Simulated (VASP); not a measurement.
# Mn3CdCl (Pm-3m) in VASP: single point with r2SCAN

Aim: the single point of Mn3CdCl with r2SCAN.

All numbers are computed with VASP 6.6.1; they aren't measurements. Logs are shortened: lines on timing, memory, paths and dates and some standing lists are left out, and cuts for length are marked.

**1. The cell of the first run**

It takes space group Pm-3m (No. 221, cubic). Conventional cell: a = 4.498 Å, b = 4.498 Å, c = 4.498 Å, α = 90.00°, β = 90.00°, γ = 90.00°. Cd (site symmetry m-3m) has 12 Mn at 3.18 Å and 8 Cl at 3.90 Å within 4.2 Å. Within 3.0 Å of Mn (site symmetry 4/mmm) lie 2 Cl at 2.25 Å. Cl (site symmetry m-3m) has 6 Mn at 2.25 Å within 3.0 Å.

**2. Single point, r2SCAN**

Contents of POSCAR:

```
Mn3CdCl
1.0
    4.4979471400      0.0000000000      0.0000000000
    0.0000000000      4.4979471400      0.0000000000
    0.0000000000      0.0000000000      4.4979471400
Cd Mn Cl
1 3 1
Direct
    0.0000000000      0.0000000000      0.0000000000
    0.0000000000      0.5000000000      0.5000000000
    0.5000000000      0.0000000000      0.5000000000
    0.5000000000      0.5000000000      0.0000000000
    0.5000000000      0.5000000000      0.5000000000
```

Contents of INCAR.step1:

```
  PREC = Accurate
  ENCUT = 550
  ISMEAR = -1
  SIGMA = 0.1
  LREAL = F
  LASPH = T
  NELM = 120
  NBANDS = 37
  GGA = PE
  ALGO = Normal
  EDIFF = 1E-5
  LWAVE = T
  LCHARG = F
  GGA_COMPAT = F
```

Contents of INCAR.step2:

```
  PREC = Accurate
  ENCUT = 550
  EDIFF = 1E-6
  ISMEAR = -1
  SIGMA = 0.1
  LREAL = F
  LASPH = T
  NELM = 120
  ALGO = Normal
  ISIF = 2
  LWAVE = F
  LCHARG = F
  METAGGA = R2SCAN
  LMIXTAU = T
  NBANDS = 37
  ISTART = 1
  GGA_COMPAT = F
```

Contents of KPOINTS:

```
regular mesh
0
Gamma
  8 8 8
```

Potentials or basis: VASP PAW PBE potentials, release 64 (Cd, Mn_pv, Cl).

On the command line:

```sh
$ cat potpaw_PBE.64/Cd/POTCAR potpaw_PBE.64/Mn_pv/POTCAR potpaw_PBE.64/Cl/POTCAR > POTCAR
$ cp INCAR.step1 INCAR
$ mpirun -np 1 vasp_std > vasp.out
$ cp INCAR.step2 INCAR
$ mpirun -np 1 vasp_std > vasp.out
```

OUTCAR:

```text
PREC = Accurate
   ENCUT = 550
   EDIFF = 1E-6
   ISMEAR = -1
   LREAL = F
   LASPH = T
   NELM = 120
   ISIF = 2
   METAGGA = R2SCAN
   ISTART = 1

 ion  position               nearest neighbor table
   1  0.000  0.000  0.000-   2 3.18   3 3.18   4 3.18   2 3.18   3 3.18   2 3.18   4 3.18   2 3.18
                             3 3.18   4 3.18   3 3.18   4 3.18
   2  0.000  0.500  0.500-   5 2.25   5 2.25   1 3.18   1 3.18   1 3.18   1 3.18
   3  0.500  0.000  0.500-   5 2.25   5 2.25   1 3.18   1 3.18   1 3.18   1 3.18
   4  0.500  0.500  0.000-   5 2.25   5 2.25   1 3.18   1 3.18   1 3.18   1 3.18
   5  0.500  0.500  0.500-   2 2.25   3 2.25   4 2.25   4 2.25   3 2.25   2 2.25

  LATTYP: Found a simple cubic cell.
 ALAT       =     4.4979471400

  Lattice vectors:

 A1 = (   4.4979471400,   0.0000000000,   0.0000000000)
 A2 = (   0.0000000000,   4.4979471400,   0.0000000000)
 A3 = (   0.0000000000,   0.0000000000,   4.4979471400)

Analysis of symmetry for initial positions (statically):
=====================================================================
 Subroutine PRICEL returns:
 Original cell was already a primitive cell.

 Routine SETGRP: Setting up the symmetry group for a
 simple cubic supercell.

 Subroutine GETGRP returns: Found 48 space group operations
 (whereof 48 operations were pure point group operations)
 out of a pool of 48 trial point group operations.

The static configuration has the point symmetry O_h .

Analysis of symmetry for dynamics (positions and initial velocities):
=====================================================================
 Subroutine PRICEL returns:
 Original cell was already a primitive cell.

 Routine SETGRP: Setting up the symmetry group for a
 simple cubic supercell.

 Subroutine GETGRP returns: Found 48 space group operations
 (whereof 48 operations were pure point group operations)
 out of a pool of 48 trial point group operations.

The dynamic configuration has the point symmetry O_h .

 Subroutine INISYM returns: Found 48 space group operations
 (whereof 48 operations are pure point group operations),
 and found     1 'primitive' translations

----------------------------------------------------------------------------------------

                                     Primitive cell

  volume of cell :      91.0003

  direct lattice vectors                    reciprocal lattice vectors
     4.497947140  0.000000000  0.000000000     0.222323644  0.000000000  0.000000000
     0.000000000  4.497947140  0.000000000     0.000000000  0.222323644  0.000000000
     0.000000000  0.000000000  4.497947140     0.000000000  0.000000000  0.222323644

  length of vectors
     4.497947140  4.497947140  4.497947140     0.222323644  0.222323644  0.222323644

  position of ions in fractional coordinates (direct lattice)
     0.000000000  0.000000000  0.000000000
     0.000000000  0.500000000  0.500000000
     0.500000000  0.000000000  0.500000000
     0.500000000  0.500000000  0.000000000
     0.500000000  0.500000000  0.500000000

  ion indices of the primitive-cell ions
   primitive index   ion index
                 1           1
                 2           2
                 3           3
                 4           4
                 5           5

----------------------------------------------------------------------------------------

 KPOINTS: regular mesh

Automatic generation of k-mesh.
 Grid dimensions read from file:
 generate k-points for:    8    8    8

 Generating k-lattice:

  Cartesian coordinates                     Fractional coordinates (reciprocal lattice)
     0.027790456  0.000000000  0.000000000     0.125000000  0.000000000  0.000000000
     0.000000000  0.027790456  0.000000000     0.000000000  0.125000000  0.000000000
     0.000000000  0.000000000  0.027790456     0.000000000  0.000000000  0.125000000

  Length of vectors
     0.027790456  0.027790456  0.027790456

  Shift w.r.t. Gamma in fractional coordinates (k-lattice)
     0.000000000  0.000000000  0.000000000

 Subroutine IBZKPT returns following result:
 ===========================================

 Found     35 irreducible k-points:

 Following reciprocal coordinates:
            Coordinates               Weight
  0.000000  0.000000  0.000000      1.000000
  0.125000  0.000000  0.000000      6.000000
  0.250000  0.000000  0.000000      6.000000
  0.375000  0.000000  0.000000      6.000000
  0.500000  0.000000  0.000000      3.000000
  0.125000  0.125000  0.000000     12.000000
[... 16 lines left out ...]
  0.375000  0.375000  0.125000     24.000000
  0.500000  0.375000  0.125000     24.000000
 [... further k-points ...]
   k-points           NKPTS =     35   k-points in BZ     NKDIM =     35   number of bands    NBANDS=     37
   number of dos      NEDOS =    301   number of ions     NIONS =      5
   total plane-waves  NPLWV =  46656
   dimension x,y,z NGX =    36 NGY =   36 NGZ =   36
   dimension x,y,z NGXF=    72 NGYF=   72 NGZF=   72
   ions per type =               1   3   1
   NGX,Y,Z   is equivalent  to a cutoff of  13.31, 13.31, 13.31 a.u.
   NGXF,Y,Z  is equivalent  to a cutoff of  26.61, 26.61, 26.61 a.u.
 SYSTEM =  unknown system
   PREC   = accura    normal or accurate (medium, high low for compatibility)
   ISTART =      1    job   : 0-new  1-cont  2-samecut
   ICHARG =      0    charge: 1-file 2-atom 10-const
   ISPIN  =      1    spin polarized calculation?
   LNONCOLLINEAR =      F non collinear calculations
   LSORBIT =      F    spin-orbit coupling
   LASPH  =      T    aspherical Exc in radial PAW
   ENCUT  =  550.0 eV  40.42 Ry    6.36 a.u.   8.60  8.60  8.60*2*pi/ulx,y,z
   NELM   =    120;   NELMIN=  2; NELMDL=  0     # of ELM steps
   EDIFF  = 0.1E-05   stopping-criterion for ELM
   LREAL  =      F    real-space projection
   EDIFFG = 0.1E-04   stopping-criterion for IOM
   NSW    =      0    number of steps for IOM
   IBRION =     -1    ionic relax: 0-MD 1-quasi-New 2-CG
   NFREE  =      0    steps in history (QN), initial steepest desc. (CG)
   ISIF   =      2    stress and relaxation
   ISYM   =      2    0-nonsym 1-usesym 2-fastsym
   POTIM  = 0.5000    time-step for ionic-motion
   TEBEG  =    0.0;   TEEND  =   0.0 temperature during run
   PSTRESS=    0.0 pullay stress
   NELECT =      58.0000    total number of electrons
   NUPDOWN=      -1.0000    fix difference up-down
   EMIN   =  10.00;   EMAX   =-10.00  energy-range for DOS
   EFERMI =   0.00;   METHOD = LEGACY
   ISMEAR =    -1;   SIGMA  =   0.10  broadening in eV -4-tet -1-fermi 0-gaus
   EFERMI_NEDOS =   21; number of points for ismear=-14 and -15
   IALGO  =     38    algorithm
   IMIX   =      4    mixing-type and parameters
     AMIX     =   0.40;   BMIX     =  1.00
     AMIX_MAG =   1.60;   BMIX_MAG =  1.00
  volume/ion in A,a.u.               =      18.20       122.82
  Fermi-wavevector in a.u.,A,eV,Ry     =   1.408866  2.662371 27.006266  1.984905
  Thomas-Fermi vector in A             =   2.530981
   LORBIT       =      0    0 simple, 1 ext, 2 COOP (PROOUT), +10 PAW based schemes
   METAGGA = R2SCAN    functional components
   LHFCALC =     F    Hartree Fock is set to
   AEXX    =    0.0000 exact exchange contribution
   IVDW    =     0    specifies the selected vdW correction
   LEPSILON=     F    determine dielectric tensor
   LRPA    =     F    only Hartree local field effects (RPA)
 non-spin polarized calculation
  energy-cutoff  :      550.00
  volume of cell :       91.00
 maximum number of plane-waves:      2685
 NGX is ok and might be reduce to    36
   NGX = 17   NGY = 17   NGZ = 17

 number of electron      58.0000045 magnetization

 Free energy of the ion-electron system (eV)
  ---------------------------------------------------
  ext. energy  EPLUGINS =         0.00000000
  ---------------------------------------------------
  free energy    TOTEN  =       -62.77072141 eV

  energy without entropy =      -62.34593148  energy(sigma->0) =      -62.55832644

 E-fermi :   5.1822     XC(G=0): -11.7975

 val. band max:        5.1795967915   @ k =   0.2500   0.2500   0.0000
 cond. band min:       5.1850574649   @ k =   0.3750   0.2500   0.0000
 fundamental gap:      0.0054606734
 Fermi energy:         5.1821879557

 k-point     1 :       0.0000    0.0000    0.0000
  band No.  band energies     occupation
      1     -44.6036      2.00000
      2     -44.6036      2.00000
      3     -44.6036      2.00000
      4     -44.2655      2.00000
      5     -44.2655      2.00000
      6     -44.2655      2.00000
[... 29 lines left out ...]
     36       7.8816      0.00000
     37       7.8816      0.00000

 k-point     2 :       0.1250    0.0000    0.0000
  band No.  band energies     occupation
      1     -44.6037      2.00000
      2     -44.6035      2.00000
      3     -44.6035      2.00000
      4     -44.2657      2.00000
      5     -44.2654      2.00000
      6     -44.2654      2.00000
[... 29 lines left out ...]
     36       8.0845      0.00000
     37       8.0845      0.00000

 k-point     3 :       0.2500    0.0000    0.0000
  band No.  band energies     occupation
      1     -44.6040      2.00000
      2     -44.6032      2.00000
      3     -44.6032      2.00000
      4     -44.2663      2.00000
      5     -44.2651      2.00000
      6     -44.2651      2.00000
[... 29 lines left out ...]
     36       8.5699      0.00000
     37       8.5699      0.00000

 k-point     4 :       0.3750    0.0000    0.0000
  band No.  band energies     occupation
      1     -44.6042      2.00000
      2     -44.6030      2.00000
      3     -44.6030      2.00000
      4     -44.2670      2.00000
      5     -44.2646      2.00000
      6     -44.2646      2.00000
[... 29 lines left out ...]
     36       9.0791      0.00000
     37       9.0791      0.00000
[... 683 lines left out ...]
      1     -44.6258      2.00000
      2     -44.5978      2.00000
      3     -44.5870      2.00000
      4     -44.2761      2.00000
      5     -44.2704      2.00000
      6     -44.2684      2.00000
[... 29 lines left out ...]
     36       7.7180      0.00000
     37       8.7090      0.00000

 k-point    23 :       0.3750    0.3750    0.1250
  band No.  band energies     occupation
      1     -44.6295      2.00000
      2     -44.5975      2.00000
      3     -44.5839      2.00000
      4     -44.2784      2.00000
      5     -44.2701      2.00000
      6     -44.2698      2.00000
[... 29 lines left out ...]
     36       7.6945      0.00000
     37       8.1934      0.00000

 k-point    24 :       0.5000    0.3750    0.1250
  band No.  band energies     occupation
      1     -44.6313      2.00000
      2     -44.5973      2.00000
      3     -44.5823      2.00000
      4     -44.2795      2.00000
      5     -44.2705      2.00000
      6     -44.2700      2.00000
[... 29 lines left out ...]
     36       7.7852      0.00000
     37       8.0823      0.00000

 [... further k-points ...]

------------------------ aborting loop because EDIFF is reached ----------------------------------------

  FORCE on cell =-STRESS in cart. coord.  units (eV):
  Direction    XX          YY          ZZ          XY          YZ          ZX
  --------------------------------------------------------------------------------------
  -------------------------------------------------------------------------------------
  Total      -13.0222368    -13.0222368    -13.0222368     -0.0000000     -0.0000000      0.0000000
  in kB     -229.2731138   -229.2731138   -229.2731138     -0.0000000     -0.0000000      0.0000000
  external PRESSURE =    -229.2731138 kB  Pullay stress =       0.0000000 kB

 VOLUME and BASIS-vectors are now :
 -----------------------------------------------------------------------------
  energy-cutoff  :      550.00
  volume of cell :       91.00
      direct lattice vectors                 reciprocal lattice vectors
     4.497947140  0.000000000  0.000000000     0.222323644  0.000000000  0.000000000
     0.000000000  4.497947140  0.000000000     0.000000000  0.222323644  0.000000000
     0.000000000  0.000000000  4.497947140     0.000000000  0.000000000  0.222323644

 POSITION                                       TOTAL-FORCE (eV/Angst)
 -----------------------------------------------------------------------------------
      0.00000      0.00000      0.00000         0.000000      0.000000      0.000000
      0.00000      2.24897      2.24897         0.000000      0.000000      0.000000
      2.24897      0.00000      2.24897         0.000000      0.000000      0.000000
      2.24897      2.24897      0.00000         0.000000      0.000000      0.000000
      2.24897      2.24897      2.24897         0.000000      0.000000      0.000000
 -----------------------------------------------------------------------------------
    total drift:                                0.000000      0.000000      0.000000

  FREE ENERGIE OF THE ION-ELECTRON SYSTEM (eV)
  ---------------------------------------------------
  free  energy   TOTEN  =       -62.7707214078 eV

  energy  without entropy=      -62.3459314778  energy(sigma->0) =      -62.55832644
```

Wall time 6.8 min (1 thread of Intel Xeon 8259CL, shared host); peak memory 0.3 GiB.

What came out:

| Quantity | Value |
| --- | --- |
| Free energy | -62.7707 eV |
| Pressure | -22.9 GPa |
| Band gap on the k mesh | zero (bands 29 and 30 overlap by 0.19 eV) |

Levels at points of the mesh, in eV from the Fermi level:
| k point | band 27 | band 28 | band 29 | band 30 | band 31 | band 32 |
| --- | --- | --- | --- | --- | --- | --- |
| (0.00, 0.00, 0.00) | -0.08 | -0.08 | -0.08 | 0.38 | 0.38 | 0.38 |
| (0.50, 0.00, 0.00) | -0.25 | -0.25 | -0.20 | -0.04 | -0.04 | 0.06 |
| (0.50, 0.50, 0.00) | -0.65 | -0.25 | -0.19 | 0.10 | 0.16 | 0.38 |
| (0.50, 0.50, 0.50) | -0.77 | -0.77 | 0.11 | 0.11 | 0.40 | 0.40 |

Caveat: the cell stands under tension; the PAW data sets were made with another functional, which shifts forces and pressure a little; the run has no spin polarisation, though such a crystal can be magnetic. With open d or f shells a metallic result of r2SCAN can be an artefact of self-interaction; +U or a hybrid may open a gap.
